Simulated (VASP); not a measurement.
HfN:

```
CELL_PARAMETERS angstrom
0.00000 2.45482 2.45482
2.45482 0.00000 2.45482
2.45482 2.45482 0.00000
ATOMIC_POSITIONS crystal
Hf 0.00000 0.00000 0.00000
N 0.25000 0.25000 0.25000
```

Base run:

```yaml
Program: VASP 6.6.1
Functional: PBEsol
Potentials_or_basis: VASP PAW PBE potentials, release 64 (Hf_pv, N)
Cutoff: 520 eV
k_mesh: 9 × 9 × 9
Occupations: fermi-dirac, width 0.05 eV
Spin: no spin polarisation
Hubbard_terms: Hf d U = 1.0 eV
```

Its results: pressure -3.0 GPa.

Task: After a change of settings the same cell gave: pressure 12.0 GPa. Which change was it?
A. hubbard terms from Hf d U = 1.0 eV to Hf d U = 6.0 eV
B. functional from PBEsol to PBE; hubbard terms from Hf d U = 1.0 eV to none
C. hubbard terms from Hf d U = 1.0 eV to none; further incar settings from ALGO = Normal; EDIFF = 1e-06; NBANDS = 14 to ALGO = Normal; EDIFF = 1e-07; NBANDS = 14

Result: A.

Caveats: the PAW data sets were made with another functional, which shifts forces and pressure a little; U without spin polarisation on a metal has little footing.
